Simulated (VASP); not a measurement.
# Os (P6_3/mmc) in VASP: notebook, part 2 of 2

VASP 6.6.1. Earlier steps stand in the parts before.

## (3) Single point, LDA

Input file INCAR:

```
PREC = Accurate ; ENCUT = 500
EDIFF = 1E-6 ; ISMEAR = -1
SIGMA = 0.05 ; LREAL = F
LASPH = T ; NELM = 120
ALGO = Normal ; ISIF = 2
LWAVE = F ; LCHARG = F
NBANDS = 23 ; GGA_COMPAT = F
```

Input file KPOINTS:

```
Automatic mesh
0
Gamma
  18 18 10
```

Input file POSCAR:

```
Os
1.0
    2.7147872332      0.0000000000      0.0000000000
   -1.3573936166      2.3510747098      0.0000000000
    0.0000000000      0.0000000000      4.2926626049
Os
2
Direct
    0.3333333333      0.6666666667      0.2500000000
    0.6666666667      0.3333333333      0.7500000000
```

Potentials or basis: VASP PAW LDA potentials, release 64 (Os_sv_GW).

On the command line:

```bash
> cat potpaw_LDA.64/Os_sv_GW/POTCAR > POTCAR
> mpirun -np 1 vasp_std > vasp.out
```

OUTCAR:

```text
PREC = Accurate
   ENCUT = 500
   EDIFF = 1E-6
   ISMEAR = -1
   LREAL = F
   LASPH = T
   NELM = 120
   ISIF = 2

 ion  position               nearest neighbor table
   1  0.333  0.667  0.250-   2 2.66   2 2.66   2 2.66   2 2.66   2 2.66   2 2.66
   2  0.667  0.333  0.750-   1 2.66   1 2.66   1 2.66   1 2.66   1 2.66   1 2.66

  LATTYP: Found a hexagonal cell.
 ALAT       =     2.7147872332
 C/A-ratio  =     1.5812151142

  Lattice vectors:

 A1 = (   2.7147872332,   0.0000000000,   0.0000000000)
 A2 = (  -1.3573936166,   2.3510747098,   0.0000000000)
 A3 = (   0.0000000000,   0.0000000000,   4.2926626049)

Analysis of symmetry for initial positions (statically):
=====================================================================
 Subroutine PRICEL returns:
 Original cell was already a primitive cell.

 Routine SETGRP: Setting up the symmetry group for a
 hexagonal supercell.

 Subroutine GETGRP returns: Found 24 space group operations
 (whereof 12 operations were pure point group operations)
 out of a pool of 24 trial point group operations.

The static configuration has the point symmetry D_3d.
 The point group associated with its full space group is D_6h.

Analysis of symmetry for dynamics (positions and initial velocities):
=====================================================================
 Subroutine PRICEL returns:
 Original cell was already a primitive cell.

 Routine SETGRP: Setting up the symmetry group for a
 hexagonal supercell.

 Subroutine GETGRP returns: Found 24 space group operations
 (whereof 12 operations were pure point group operations)
 out of a pool of 24 trial point group operations.

The dynamic configuration has the point symmetry D_3d.
 The point group associated with its full space group is D_6h.

 Subroutine INISYM returns: Found 24 space group operations
 (whereof 12 operations are pure point group operations),
 and found     1 'primitive' translations

[... 102 lines left out ...]
   POTIM  = 0.5000    time-step for ionic-motion
   TEBEG  =    0.0;   TEEND  =   0.0 temperature during run
   PSTRESS=    0.0 pullay stress
   NELECT =      32.0000    total number of electrons
   NUPDOWN=      -1.0000    fix difference up-down
   EMIN   =  10.00;   EMAX   =-10.00  energy-range for DOS
   EFERMI =   0.00;   METHOD = LEGACY
   ISMEAR =    -1;   SIGMA  =   0.05  broadening in eV -4-tet -1-fermi 0-gaus
   EFERMI_NEDOS =   21; number of points for ismear=-14 and -15
   IALGO  =     38    algorithm
   IMIX   =      4    mixing-type and parameters
     AMIX     =   0.40;   BMIX     =  1.00
     AMIX_MAG =   1.60;   BMIX_MAG =  1.00
  volume/ion in A,a.u.               =      13.70        92.45
  Fermi-wavevector in a.u.,A,eV,Ry     =   1.724045  3.257972 40.441002  2.972330
  Thomas-Fermi vector in A             =   2.799807
   LORBIT       =      0    0 simple, 1 ext, 2 COOP (PROOUT), +10 PAW based schemes
   GGA     = CA    functional components
   LHFCALC =     F    Hartree Fock is set to
   AEXX    =    0.0000 exact exchange contribution
   IVDW    =     0    specifies the selected vdW correction
   LEPSILON=     F    determine dielectric tensor
   LRPA    =     F    only Hartree local field effects (RPA)
 non-spin polarized calculation
  energy-cutoff  :      500.00
  volume of cell :       27.40
 maximum number of plane-waves:       714
 NGX is ok and might be reduce to    20
   NGX =  9   NGY =  9   NGZ = 15

 number of electron      32.0000001 magnetization

 Free energy of the ion-electron system (eV)
  ---------------------------------------------------
  ext. energy  EPLUGINS =         0.00000000
  ---------------------------------------------------
  free energy    TOTEN  =       -27.61349022 eV

  energy without entropy =      -27.60187616  energy(sigma->0) =      -27.60768319

 E-fermi :  13.9378     XC(G=0): -14.9452

 val. band max:       13.9203254917   @ k =   0.1667   0.0556   0.3000
 cond. band min:      13.9469372010   @ k =   0.1667   0.1111   0.3000
 fundamental gap:      0.0266117093
 Fermi energy:        13.9378202907

 k-point     1 :       0.0000    0.0000    0.0000
  band No.  band energies     occupation
      1     -72.3068      2.00000
      2     -72.1774      2.00000
      3     -32.6014      2.00000
      4     -31.5810      2.00000
      5     -31.5810      2.00000
      6     -31.3885      2.00000
[... 613 lines left out ...]
     22      24.4404      0.00000
     23      26.4221      0.00000

 [... further k-points ...]
[... 5 lines left out ...]
  --------------------------------------------------------------------------------------
  -------------------------------------------------------------------------------------
  Total       -0.1390076     -0.1390076     -0.0957939     -0.0000000      0.0000000      0.0000000
  in kB       -8.1286807     -8.1286807     -5.6016965     -0.0000000      0.0000000      0.0000000
  external PRESSURE =      -7.2863527 kB  Pullay stress =       0.0000000 kB

 VOLUME and BASIS-vectors are now :
 -----------------------------------------------------------------------------
  energy-cutoff  :      500.00
  volume of cell :       27.40
      direct lattice vectors                 reciprocal lattice vectors
     2.714787233  0.000000000  0.000000000     0.368352992  0.212668699  0.000000000
    -1.357393617  2.351074710  0.000000000     0.000000000  0.425337398  0.000000000
     0.000000000  0.000000000  4.292662605     0.000000000  0.000000000  0.232955648

 POSITION                                       TOTAL-FORCE (eV/Angst)
 -----------------------------------------------------------------------------------
     -0.00000      1.56738      1.07317         0.000000      0.000000      0.000000
      1.35739      0.78369      3.21950        -0.000000     -0.000000      0.000000
 -----------------------------------------------------------------------------------
    total drift:                               -0.000000      0.000000     -0.000000

  FREE ENERGIE OF THE ION-ELECTRON SYSTEM (eV)
  ---------------------------------------------------
  free  energy   TOTEN  =       -27.6134902230 eV

  energy  without entropy=      -27.6018761565  energy(sigma->0) =      -27.60768319
```

OSZICAR:

```text
N       E                     dE             d eps       ncg     rms          rms(c)
DAV:   1     0.293639369087E+03    0.29364E+03   -0.22405E+04 10628   0.144E+03
DAV:   2    -0.210823157097E+02   -0.31472E+03   -0.30028E+03 12379   0.458E+02
DAV:   3    -0.300132805303E+02   -0.89310E+01   -0.88763E+01 12459   0.743E+01
DAV:   4    -0.300417140627E+02   -0.28434E-01   -0.28421E-01 11262   0.468E+00
DAV:   5    -0.300418110595E+02   -0.96997E-04   -0.96988E-04 12664   0.235E-01    0.111E+02
DAV:   6    -0.279166885226E+02    0.21251E+01   -0.32490E+00 11402   0.133E+01    0.586E+01
DAV:   7    -0.276492474372E+02    0.26744E+00   -0.14084E+00 12347   0.817E+00    0.116E+01
DAV:   8    -0.276142806419E+02    0.34967E-01   -0.13189E-01 11122   0.326E+00    0.985E-01
DAV:   9    -0.276136631848E+02    0.61746E-03   -0.22991E-03 12411   0.352E-01    0.594E-01
DAV:  10    -0.276134882252E+02    0.17496E-03   -0.32463E-04 10870   0.202E-01    0.392E-01
DAV:  11    -0.276134900254E+02   -0.18001E-05   -0.26123E-06 10641   0.164E-02    0.265E-02
DAV:  12    -0.276134902230E+02   -0.19766E-06   -0.15176E-07  6387   0.327E-03
   1 F= -.27613490E+02 E0= -.27607683E+02  d E =-.116141E-01
```

stdout:

```text
POSCAR found type information on POSCAR Os
 POSCAR found :  1 types and       2 ions
 scaLAPACK will be used
 LDA part: xc-table for (Slater(with rela. corr.)+CA(PZ))
 , standard interpolation
 POSCAR, INCAR and KPOINTS ok, starting setup
 FFT: planning ... GRIDC
 FFT: planning ... GRID_SOFT
 FFT: planning ... GRID
 WAVECAR not read
 entering main loop
```

It took 39 s on 1 thread of Intel Xeon 6975P-C (Granite Rapids), shared host; peak memory 0.22 GiB.

Results:

- Free energy: -27.6135 eV
- Pressure: -0.7 GPa
- Band gap on the k mesh: zero (band 16 reaches 16.07 eV, above the bottom of band 17 at 11.98 eV)

Stress tensor (GPa, compression positive):
```
-0.81  0.00  0.00
 0.00 -0.81  0.00
 0.00  0.00 -0.56
```

Caveat: spin-orbit coupling is left out, which moves the levels of the heavy elements.
